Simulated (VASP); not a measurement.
# Cs (Im-3m) in VASP: settings compared

Aim: see how the results for Cs move with the level of theory and the settings. Levels: PBEsol, r2SCAN, PBE. Tasks: electric field gradients.

All numbers are computed with VASP 6.6.1; they aren't measurements. Logs are shortened: lines on timing, memory, paths and dates and some standing lists are left out, and cuts for length are marked.

## Step 1: The cell of the first run

Symmetry: Im-3m, No. 229, cubic system. The conventional cell has a = 6.257 Å, b = 6.257 Å, c = 6.257 Å, α = 90.00°, β = 90.00°, γ = 90.00°.

## Step 2: Electric field gradients, PBEsol

Contents of INCAR:

```
SYSTEM = Cs
  ALGO = Normal
  EDIFF = 1E-8
  ENCUT = 520
  GGA = PS
  ISIF = 2
  ISMEAR = -1
  LASPH = .True.
  LCHARG = .False.
  LEFG = .True.
  LREAL = .False.
  LWAVE = .False.
  NBANDS = 10
  NELM = 60
  PREC = Accurate
  SIGMA = 0.03
```

Contents of KPOINTS:

```
k-points
0
Gamma
  9 9 9
  0 0 0
```

Contents of POSCAR:

```
Cs
1.0
   -3.1284650614      3.1284650614      3.1284650614
    3.1284650614     -3.1284650614      3.1284650614
    3.1284650614      3.1284650614     -3.1284650614
Cs
1
Direct
    0.0000000000      0.0000000000      0.0000000000
```

Potentials or basis: VASP PAW PBE potentials, release 64 (Cs_sv).

On the command line:

```console
> cat potpaw_PBE.64/Cs_sv/POTCAR > POTCAR
> mpirun -np 1 vasp_std > vasp.out
```

OUTCAR:

```text
SYSTEM = Cs
   EDIFF = 1E-8
   ENCUT = 520
   GGA = PS
   ISIF = 2
   ISMEAR = -1
   LASPH = .True.
   LREAL = .False.
   NELM = 60
   PREC = Accurate

 ion  position               nearest neighbor table
   1  0.000  0.000  0.000-

  LATTYP: Found a body centered cubic cell.
 ALAT       =     6.2569301228

  Lattice vectors:

 A1 = (  -3.1284650614,   3.1284650614,   3.1284650614)
 A2 = (   3.1284650614,  -3.1284650614,   3.1284650614)
 A3 = (   3.1284650614,   3.1284650614,  -3.1284650614)

Analysis of symmetry for initial positions (statically):
=====================================================================
 Subroutine PRICEL returns:
 Original cell was already a primitive cell.

 Routine SETGRP: Setting up the symmetry group for a
 body centered cubic supercell.

 Subroutine GETGRP returns: Found 48 space group operations
 (whereof 48 operations were pure point group operations)
 out of a pool of 48 trial point group operations.

The static configuration has the point symmetry O_h .

Analysis of symmetry for dynamics (positions and initial velocities):
=====================================================================
 Subroutine PRICEL returns:
 Original cell was already a primitive cell.

 Routine SETGRP: Setting up the symmetry group for a
 body centered cubic supercell.

 Subroutine GETGRP returns: Found 48 space group operations
 (whereof 48 operations were pure point group operations)
 out of a pool of 48 trial point group operations.

The dynamic configuration has the point symmetry O_h .

 Subroutine INISYM returns: Found 48 space group operations
 (whereof 48 operations are pure point group operations),
 and found     1 'primitive' translations

----------------------------------------------------------------------------------------

                                     Primitive cell

  volume of cell :     122.4768

  direct lattice vectors                    reciprocal lattice vectors
    -3.128465061  3.128465061  3.128465061     0.000000000  0.159822785  0.159822785
     3.128465061 -3.128465061  3.128465061     0.159822785  0.000000000  0.159822785
     3.128465061  3.128465061 -3.128465061     0.159822785  0.159822785  0.000000000

  length of vectors
     5.418660436  5.418660436  5.418660436     0.226023551  0.226023551  0.226023551

  position of ions in fractional coordinates (direct lattice)
     0.000000000  0.000000000  0.000000000

  ion indices of the primitive-cell ions
   primitive index   ion index
                 1           1

----------------------------------------------------------------------------------------

 KPOINTS: k-points

Automatic generation of k-mesh.
 Grid dimensions read from file:
 generate k-points for:    9    9    9

 Generating k-lattice:

  Cartesian coordinates                     Fractional coordinates (reciprocal lattice)
     0.000000000  0.017758087  0.017758087     0.111111111  0.000000000  0.000000000
     0.017758087  0.000000000  0.017758087     0.000000000  0.111111111  0.000000000
     0.017758087  0.017758087  0.000000000     0.000000000  0.000000000  0.111111111

  Length of vectors
     0.025113728  0.025113728  0.025113728

  Shift w.r.t. Gamma in fractional coordinates (k-lattice)
     0.000000000  0.000000000  0.000000000

 Subroutine IBZKPT returns following result:
 ===========================================

 Found     35 irreducible k-points:

 Following reciprocal coordinates:
            Coordinates               Weight
  0.000000  0.000000  0.000000      1.000000
  0.111111  0.000000  0.000000     12.000000
  0.222222  0.000000  0.000000     12.000000
  0.333333  0.000000  0.000000     12.000000
  0.444444  0.000000  0.000000     12.000000
  0.111111  0.111111  0.000000     24.000000
[... 16 lines left out ...]
 -0.333333  0.444444  0.111111     48.000000
 -0.444444 -0.444444  0.111111     24.000000
 [... further k-points ...]
   k-points           NKPTS =     35   k-points in BZ     NKDIM =     35   number of bands    NBANDS=     10
   number of dos      NEDOS =    301   number of ions     NIONS =      1
   total plane-waves  NPLWV =  64000
   dimension x,y,z NGX =    40 NGY =   40 NGZ =   40
   dimension x,y,z NGXF=    80 NGYF=   80 NGZF=   80
   ions per type =               1
   NGX,Y,Z   is equivalent  to a cutoff of  12.27, 12.27, 12.27 a.u.
   NGXF,Y,Z  is equivalent  to a cutoff of  24.54, 24.54, 24.54 a.u.
 SYSTEM =  Cs
   PREC   = accura    normal or accurate (medium, high low for compatibility)
   ISTART =      0    job   : 0-new  1-cont  2-samecut
   ICHARG =      2    charge: 1-file 2-atom 10-const
   ISPIN  =      1    spin polarized calculation?
   LNONCOLLINEAR =      F non collinear calculations
   LSORBIT =      F    spin-orbit coupling
   LASPH  =      T    aspherical Exc in radial PAW
   ENCUT  =  520.0 eV  38.22 Ry    6.18 a.u.  10.08 10.08 10.08*2*pi/ulx,y,z
   NELM   =     60;   NELMIN=  2; NELMDL= -5     # of ELM steps
   EDIFF  = 0.1E-07   stopping-criterion for ELM
   LREAL  =      F    real-space projection
   EDIFFG = 0.1E-06   stopping-criterion for IOM
   NSW    =      0    number of steps for IOM
   IBRION =     -1    ionic relax: 0-MD 1-quasi-New 2-CG
   NFREE  =      0    steps in history (QN), initial steepest desc. (CG)
   ISIF   =      2    stress and relaxation
   ISYM   =      2    0-nonsym 1-usesym 2-fastsym
   POTIM  = 0.5000    time-step for ionic-motion
   TEBEG  =    0.0;   TEEND  =   0.0 temperature during run
   PSTRESS=    0.0 pullay stress
   NELECT =       9.0000    total number of electrons
   NUPDOWN=      -1.0000    fix difference up-down
   EMIN   =  10.00;   EMAX   =-10.00  energy-range for DOS
   EFERMI =   0.00;   METHOD = LEGACY
   ISMEAR =    -1;   SIGMA  =   0.03  broadening in eV -4-tet -1-fermi 0-gaus
   EFERMI_NEDOS =   21; number of points for ismear=-14 and -15
   IALGO  =     38    algorithm
   IMIX   =      4    mixing-type and parameters
     AMIX     =   0.40;   BMIX     =  1.00
     AMIX_MAG =   1.60;   BMIX_MAG =  1.00
  volume/ion in A,a.u.               =     122.48       826.51
  Fermi-wavevector in a.u.,A,eV,Ry     =   0.685706  1.295796  6.397353  0.470192
  Thomas-Fermi vector in A             =   1.765724
   LORBIT       =      0    0 simple, 1 ext, 2 COOP (PROOUT), +10 PAW based schemes
   GGA     = PS    functional components
   LHFCALC =     F    Hartree Fock is set to
   AEXX    =    0.0000 exact exchange contribution
   IVDW    =     0    specifies the selected vdW correction
   LEPSILON=     F    determine dielectric tensor
   LRPA    =     F    only Hartree local field effects (RPA)
 non-spin polarized calculation
  energy-cutoff  :      520.00
  volume of cell :      122.48
 maximum number of plane-waves:      3327
   NGX = 21   NGY = 21   NGZ = 21

 number of electron       8.9999999 magnetization

 Free energy of the ion-electron system (eV)
  ---------------------------------------------------
  ext. energy  EPLUGINS =         0.00000000
  ---------------------------------------------------
  free energy    TOTEN  =        -0.93609359 eV

  energy without entropy =       -0.93226065  energy(sigma->0) =       -0.93417712

 E-fermi :   0.2267     XC(G=0):  -5.3159

 val. band max:        0.2105318046   @ k =  -0.3333   0.4444   0.1111
 cond. band min:       0.2898315773   @ k =  -0.4444   0.4444   0.1111
 fundamental gap:      0.0792997727
 Fermi energy:         0.2267081001

 k-point     1 :       0.0000    0.0000    0.0000
  band No.  band energies     occupation
      1     -23.6622      2.00000
      2     -10.3898      2.00000
      3     -10.3898      2.00000
      4     -10.3898      2.00000
      5      -1.3913      2.00000
      6       2.6879      0.00000
      7       2.6879      0.00000
      8       2.6879      0.00000
      9       3.5142      0.00000
     10       3.5142      0.00000

 k-point     2 :       0.1111    0.0000    0.0000
  band No.  band energies     occupation
      1     -23.6616      2.00000
      2     -10.4032      2.00000
      3     -10.3942      2.00000
      4     -10.3898      2.00000
      5      -1.2634      2.00000
      6       2.5516      0.00000
      7       2.5533      0.00000
      8       2.8152      0.00000
      9       3.3355      0.00000
     10       3.4924      0.00000
[... 274 lines left out ...]
 k-point    24 :      -0.4444   -0.4444    0.1111
  band No.  band energies     occupation
      1     -23.6563      2.00000
      2     -10.4898      2.00000
      3     -10.4436      2.00000
      4     -10.4076      2.00000
      5       0.6369      0.00000
      6       1.0135      0.00000
      7       1.8286      0.00000
      8       2.7913      0.00000
      9       3.7156      0.00000
     10       4.3523      0.00000

 [... further k-points ...]
[... 5 lines left out ...]
  --------------------------------------------------------------------------------------
  -------------------------------------------------------------------------------------
  Total       -0.1610327     -0.1610327     -0.1610327     -0.0000000     -0.0000000      0.0000000
  in kB       -2.1065453     -2.1065453     -2.1065453     -0.0000000     -0.0000000      0.0000000
  external PRESSURE =      -2.1065453 kB  Pullay stress =       0.0000000 kB

 VOLUME and BASIS-vectors are now :
 -----------------------------------------------------------------------------
  energy-cutoff  :      520.00
  volume of cell :      122.48
      direct lattice vectors                 reciprocal lattice vectors
    -3.128465061  3.128465061  3.128465061     0.000000000  0.159822785  0.159822785
     3.128465061 -3.128465061  3.128465061     0.159822785  0.000000000  0.159822785
     3.128465061  3.128465061 -3.128465061     0.159822785  0.159822785  0.000000000

 POSITION                                       TOTAL-FORCE (eV/Angst)
 -----------------------------------------------------------------------------------
      0.00000      0.00000      0.00000         0.000000      0.000000      0.000000
 -----------------------------------------------------------------------------------
    total drift:                               -0.000000      0.000000     -0.000000

  FREE ENERGIE OF THE ION-ELECTRON SYSTEM (eV)
  ---------------------------------------------------
  free  energy   TOTEN  =        -0.9360935934 eV

  energy  without entropy=       -0.9322606477  energy(sigma->0) =       -0.93417712

 Electric field gradients (V/A^2)
---------------------------------------------------------------------
 ion       V_xx      V_yy      V_zz      V_xy      V_xz      V_yz
---------------------------------------------------------------------
   1       0.000     0.000     0.000     0.000     0.000     0.000
---------------------------------------------------------------------

 Electric field gradients after diagonalization (V/A^2)
 (convention: |V_zz| > |V_xx| > |V_yy|)
----------------------------------------------------------------------
 ion       V_xx      V_yy      V_zz     asymmetry (V_yy - V_xx)/ V_zz
----------------------------------------------------------------------
   1      -0.000    -0.000     0.001       0.000
----------------------------------------------------------------------

           NMR quadrupolar parameters

 Cq : quadrupolar parameter    Cq=e*Q*V_zz/h
 eta: asymmetry parameters     (V_yy - V_xx)/ V_zz
 Q  : nuclear electric quadrupole moment in mb (millibarn)
----------------------------------------------------------------------
 ion       Cq(MHz)       eta       Q (mb)
----------------------------------------------------------------------
   1       0.000       0.000       1.000
----------------------------------------------------------------------
```

It took 37 s on 1 thread of Intel Xeon Platinum 8375C at 2.90GHz (Ice Lake), shared host; peak memory 0.24 GiB.

Results:

| Property | Result |
| --- | --- |
| Free energy | -0.9361 eV |
| Pressure | -0.2 GPa |
| Band gap on the k mesh | zero (an odd number of electrons rules out a gap without spin polarisation) |
| Largest electric field gradient by atom | under 0.05 V/Å² on every atom |

Caveat: the PAW data sets were made with another functional, which shifts forces and pressure a little; spin-orbit coupling is left out, which moves the levels of the heavy elements.

(Continued in part 2 of 2.)

The gap in the log of VASP goes by the Fermi energy; the results here count the filled bands.